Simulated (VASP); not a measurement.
**ZnO: single point with r2SCAN**

Crystal: ZnO.

```
Zn O
1.0
     3.23487    0.00000    0.00000
    -1.61743    2.80148    0.00000
     0.00000    0.00000    5.31656
Zn O
2 2
Direct
  0.66667 0.33333 0.50276
  0.33333 0.66667 0.00276
  0.66667 0.33333 0.87755
  0.33333 0.66667 0.37755
```

This cell differs from its parent crystal: strain along c alone, the other axes held: +2.0 %, then relaxed in part.

```json
{"Program": "VASP 6.6.1", "Task": "single point", "Functional": "r2SCAN", "Potentials or basis": "VASP PAW PBE potentials, release 64 (Zn, O)", "Cutoff": "520 eV", "k mesh": "12 × 12 × 6", "Occupations": "gaussian, width 0.02 eV", "Spin": "no spin polarisation"}
```

The pressure is -1.9 GPa, the largest force is 0.004 eV/Å and the band gap on the k mesh is 1.18 eV, direct.

Forces in eV/Å, atoms in the order of the input:
```
Zn   0.000  0.000  0.004
Zn   0.000  0.000  0.004
O    0.000  0.000 -0.004
O    0.000  0.000 -0.004
```

Stress tensor (GPa, compression positive):
```
-1.17  0.00  0.00
 0.00 -1.17  0.00
 0.00  0.00 -3.41
```

Levels at points of the mesh, in eV from the valence-band top:
| k point | band 14 | band 15 | band 16 | band 17 | band 18 | band 19 | band 20 | band 21 | band 22 | band 23 |
| --- | --- | --- | --- | --- | --- | --- | --- | --- | --- | --- |
| (0.00, 0.00, 0.00) | -0.79 | -0.79 | -0.11 | 0.00 | 0.00 | 1.18 | 5.88 | 8.58 | 13.81 | 13.81 |
| (0.50, 0.00, 0.00) | -3.49 | -2.84 | -2.23 | -1.33 | -0.81 | 6.35 | 7.35 | 7.89 | 9.28 | 11.14 |
| (0.00, 0.00, 0.50) | -2.29 | -0.39 | -0.39 | -0.39 | -0.39 | 3.85 | 3.85 | 10.62 | 10.62 | 14.12 |
| (0.50, 0.00, 0.50) | -3.77 | -1.48 | -1.48 | -1.46 | -1.46 | 6.17 | 6.17 | 9.06 | 9.06 | 11.93 |

Wall time 99 s on 1 thread of Intel(R) Xeon(R) 6975P-C (Granite Rapids), on a shared host, peak memory 0.22 GiB.

Caveat: the cell differs from its parent crystal (strain along c alone, the other axes held: +2.0 %, then relaxed in part); the PAW data sets were made with another functional, which shifts forces and pressure a little.
